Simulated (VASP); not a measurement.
# Sn2Ge3 (P6/mmm) in VASP: single point with PBE

Aim: the single point of Sn2Ge3 with PBE.

All numbers are computed with VASP 6.6.1; they aren't measurements. Logs are shortened: lines on timing, memory, paths and dates and some standing lists are left out, and cuts for length are marked.

### Step 1. The cell of the first run

Symmetry: P6/mmm, No. 191, hexagonal system. Conventional cell: a = 4.828 Å, b = 4.828 Å, c = 8.573 Å, α = 90.00°, β = 90.00°, γ = 120.00°. Within 3.5 Å of Sn (site symmetry 6mm) lie 1 Ge at 2.67 Å and 1 Sn at 3.23 Å. Ge (site symmetry -6m2) has 6 Ge at 2.79 Å within 3.7 Å. Ge (site symmetry 6/mmm) has 2 Sn at 2.67 Å and 6 Ge at 2.79 Å within 3.5 Å.

### Step 2. Single point, PBE

File INCAR:

```
PREC = Accurate
ENCUT = 520
EDIFF = 1E-6
ISMEAR = 0
SIGMA = 0.1
LREAL = False
LASPH = True
NELM = 60
ALGO = Normal
ISIF = 2
LWAVE = False
LCHARG = False
GGA = PE
NBANDS = 43
```

File KPOINTS:

```
Automatic mesh
0
Gamma
  12 12 6
```

File POSCAR:

```
Sn2Ge3
1.0
    4.8277305046      0.0000000000      0.0000000000
   -2.4138652523      4.1809372596      0.0000000000
    0.0000000000      0.0000000000      8.5730969725
Sn Ge
2 3
Direct
    0.0000000000      0.0000000000      0.6886437237
    0.0000000000      0.0000000000      0.3113562763
    0.3333333333      0.6666666667      0.0000000000
    0.6666666667      0.3333333333      0.0000000000
    0.0000000000      0.0000000000      0.0000000000
```

Potentials or basis: VASP PAW PBE potentials, release 64 (Sn_d, Ge_d).

The run is started by

```sh
$ cat potpaw_PBE.64/Sn_d/POTCAR potpaw_PBE.64/Ge_d/POTCAR > POTCAR
$ mpirun -np 1 vasp_std > vasp.out
```

OUTCAR:

```text
PREC = Accurate
   ENCUT = 520
   EDIFF = 1E-6
   ISMEAR = 0
   LREAL = False
   LASPH = True
   NELM = 60
   ISIF = 2
   GGA = PE

 ion  position               nearest neighbor table
   1  0.000  0.000  0.689-   5 2.67   2 3.23
   2  0.000  0.000  0.311-   5 2.67   1 3.23
   3  0.333  0.667  0.000-   4 2.79   4 2.79   5 2.79   5 2.79   5 2.79   4 2.79
   4  0.667  0.333  0.000-   3 2.79   3 2.79   5 2.79   5 2.79   5 2.79   3 2.79
   5  0.000  0.000  0.000-   1 2.67   2 2.67   3 2.79   4 2.79   3 2.79   4 2.79   4 2.79   3 2.79

  LATTYP: Found a hexagonal cell.
 ALAT       =     4.8277305046
 C/A-ratio  =     1.7758027223

  Lattice vectors:

 A1 = (   4.8277305046,   0.0000000000,   0.0000000000)
 A2 = (  -2.4138652523,   4.1809372596,   0.0000000000)
 A3 = (   0.0000000000,   0.0000000000,   8.5730969725)

Analysis of symmetry for initial positions (statically):
=====================================================================
 Subroutine PRICEL returns:
 Original cell was already a primitive cell.

 Routine SETGRP: Setting up the symmetry group for a
 hexagonal supercell.

 Subroutine GETGRP returns: Found 24 space group operations
 (whereof 24 operations were pure point group operations)
 out of a pool of 24 trial point group operations.

The static configuration has the point symmetry D_6h.

Analysis of symmetry for dynamics (positions and initial velocities):
=====================================================================
 Subroutine PRICEL returns:
 Original cell was already a primitive cell.

 Routine SETGRP: Setting up the symmetry group for a
 hexagonal supercell.

 Subroutine GETGRP returns: Found 24 space group operations
 (whereof 24 operations were pure point group operations)
 out of a pool of 24 trial point group operations.

The dynamic configuration has the point symmetry D_6h.

 Subroutine INISYM returns: Found 24 space group operations
 (whereof 24 operations are pure point group operations),
 and found     1 'primitive' translations

----------------------------------------------------------------------------------------

                                     Primitive cell

  volume of cell :     173.0431

  direct lattice vectors                    reciprocal lattice vectors
     4.827730505  0.000000000  0.000000000     0.207136666  0.119590410  0.000000000
    -2.413865252  4.180937260  0.000000000     0.000000000  0.239180819  0.000000000
[... 88 lines left out ...]
   LASPH  =      T    aspherical Exc in radial PAW
   ENCUT  =  520.0 eV  38.22 Ry    6.18 a.u.   8.98  8.98 15.94*2*pi/ulx,y,z
   NELM   =     60;   NELMIN=  2; NELMDL= -5     # of ELM steps
   EDIFF  = 0.1E-05   stopping-criterion for ELM
   LREAL  =      F    real-space projection
   EDIFFG = 0.1E-04   stopping-criterion for IOM
   NSW    =      0    number of steps for IOM
   IBRION =     -1    ionic relax: 0-MD 1-quasi-New 2-CG
   NFREE  =      0    steps in history (QN), initial steepest desc. (CG)
   ISIF   =      2    stress and relaxation
   ISYM   =      2    0-nonsym 1-usesym 2-fastsym
   POTIM  = 0.5000    time-step for ionic-motion
   TEBEG  =    0.0;   TEEND  =   0.0 temperature during run
   PSTRESS=    0.0 pullay stress
   NELECT =      70.0000    total number of electrons
   NUPDOWN=      -1.0000    fix difference up-down
   EMIN   =  10.00;   EMAX   =-10.00  energy-range for DOS
   EFERMI =   0.00;   METHOD = LEGACY
   ISMEAR =     0;   SIGMA  =   0.10  broadening in eV -4-tet -1-fermi 0-gaus
   EFERMI_NEDOS =   21; number of points for ismear=-14 and -15
   IALGO  =     38    algorithm
   IMIX   =      4    mixing-type and parameters
     AMIX     =   0.40;   BMIX     =  1.00
     AMIX_MAG =   1.60;   BMIX_MAG =  1.00
  volume/ion in A,a.u.               =      34.61       233.55
  Fermi-wavevector in a.u.,A,eV,Ry     =   1.210754  2.287994 19.945136  1.465926
  Thomas-Fermi vector in A             =   2.346291
   LORBIT       =      0    0 simple, 1 ext, 2 COOP (PROOUT), +10 PAW based schemes
   GGA     = PE    functional components
   LHFCALC =     F    Hartree Fock is set to
   AEXX    =    0.0000 exact exchange contribution
   IVDW    =     0    specifies the selected vdW correction
   LEPSILON=     F    determine dielectric tensor
   LRPA    =     F    only Hartree local field effects (RPA)
 non-spin polarized calculation
 Gauss-broadening in eV      SIGMA  =   0.10
  energy-cutoff  :      520.00
  volume of cell :      173.04
 maximum number of plane-waves:      4698
 NGX is ok and might be reduce to    36
   NGX = 17   NGY = 17   NGZ = 31

 number of electron      69.9999975 magnetization

 Free energy of the ion-electron system (eV)
  ---------------------------------------------------
  ext. energy  EPLUGINS =         0.00000000
  ---------------------------------------------------
  free energy    TOTEN  =       -17.74439476 eV

  energy without entropy =      -17.72498946  energy(sigma->0) =      -17.73469211

 E-fermi :   3.3810     XC(G=0):  -8.4312

 val. band max:        3.3802129106   @ k =   0.3333   0.2500   0.0000
 cond. band min:       3.3852464424   @ k =   0.5000   0.0000   0.5000
 fundamental gap:      0.0050335318
 Fermi energy:         3.3809575276

 k-point     1 :       0.0000    0.0000    0.0000
  band No.  band energies     occupation
      1     -21.4509      2.00000
      2     -21.4093      2.00000
      3     -21.4093      2.00000
      4     -21.4008      2.00000
      5     -21.4008      2.00000
      6     -21.3693      2.00000
[... 1093 lines left out ...]
     42       6.8538      0.00000
     43       8.1286      0.00000

 [... further k-points ...]
[... 5 lines left out ...]
  --------------------------------------------------------------------------------------
  -------------------------------------------------------------------------------------
  Total       -0.0338264     -0.0338264     -0.0318462      0.0000000      0.0000000      0.0000000
  in kB       -0.3131929     -0.3131929     -0.2948588      0.0000000      0.0000000      0.0000000
  external PRESSURE =      -0.3070815 kB  Pullay stress =       0.0000000 kB

 VOLUME and BASIS-vectors are now :
 -----------------------------------------------------------------------------
  energy-cutoff  :      520.00
  volume of cell :      173.04
      direct lattice vectors                 reciprocal lattice vectors
     4.827730505  0.000000000  0.000000000     0.207136666  0.119590410  0.000000000
    -2.413865252  4.180937260  0.000000000     0.000000000  0.239180819  0.000000000
     0.000000000  0.000000000  8.573096973     0.000000000  0.000000000  0.116643962

 POSITION                                       TOTAL-FORCE (eV/Angst)
 -----------------------------------------------------------------------------------
      0.00000      0.00000      5.90381         0.000000      0.000000     -0.003654
      0.00000      0.00000      2.66929         0.000000     -0.000000      0.003654
     -0.00000      2.78729      0.00000         0.000000     -0.000000      0.000000
      2.41387      1.39365      0.00000        -0.000000      0.000000      0.000000
      0.00000      0.00000      0.00000         0.000000      0.000000      0.000000
 -----------------------------------------------------------------------------------
    total drift:                                0.000000      0.000000      0.000000

  FREE ENERGIE OF THE ION-ELECTRON SYSTEM (eV)
  ---------------------------------------------------
  free  energy   TOTEN  =       -17.7443947577 eV

  energy  without entropy=      -17.7249894599  energy(sigma->0) =      -17.73469211
```

stdout:

```text
POSCAR found type information on POSCAR SnGe
 POSCAR found :  2 types and       5 ions
 scaLAPACK will be used
 LDA part: xc-table for (Slater+PW92), standard interpolation
 POSCAR, INCAR and KPOINTS ok, starting setup
 FFT: planning ... GRIDC
 FFT: planning ... GRID_SOFT
 FFT: planning ... GRID
 WAVECAR not read
 entering main loop
```

Wall time 8.4 min (1 thread of Intel Xeon Platinum 8259CL at 2.50GHz (Skylake/Cascade Lake), shared host); peak memory 0.57 GiB.

Results:

| Property | Result |
| --- | --- |
| Free energy | -17.7444 eV |
| Pressure | 0.0 GPa |
| Largest force | 0.004 eV/Å |
| Band gap on the k mesh | zero (band 35 reaches 3.92 eV, above the bottom of band 36 at 2.85 eV) |

Forces on the atoms (eV/Å):
```
Sn   0.000  0.000 -0.004
Sn   0.000  0.000  0.004
Ge   0.000  0.000  0.000
Ge   0.000  0.000  0.000
Ge   0.000  0.000  0.000
```

Levels at points of the mesh, in eV from the Fermi level:
| k point | band 31 | band 32 | band 33 | band 34 | band 35 | band 36 | band 37 | band 38 | band 39 | band 40 |
| --- | --- | --- | --- | --- | --- | --- | --- | --- | --- | --- |
| (0.00, 0.00, 0.00) | -2.60 | -2.60 | -2.23 | -2.23 | -1.74 | 0.19 | 0.92 | 1.55 | 1.55 | 1.69 |
| (0.50, 0.00, 0.00) | -4.69 | -2.26 | -1.19 | -0.55 | 0.42 | 0.77 | 0.92 | 0.98 | 2.25 | 2.36 |
| (0.00, 0.00, 0.50) | -3.79 | -2.58 | -2.58 | -2.23 | -2.23 | 0.31 | 0.87 | 0.87 | 2.64 | 2.64 |
| (0.50, 0.00, 0.50) | -4.68 | -2.96 | -2.57 | 0.00 | 0.20 | 0.71 | 0.75 | 1.85 | 2.24 | 2.41 |

Caveat: spin-orbit coupling is left out, which moves the levels of the heavy elements.
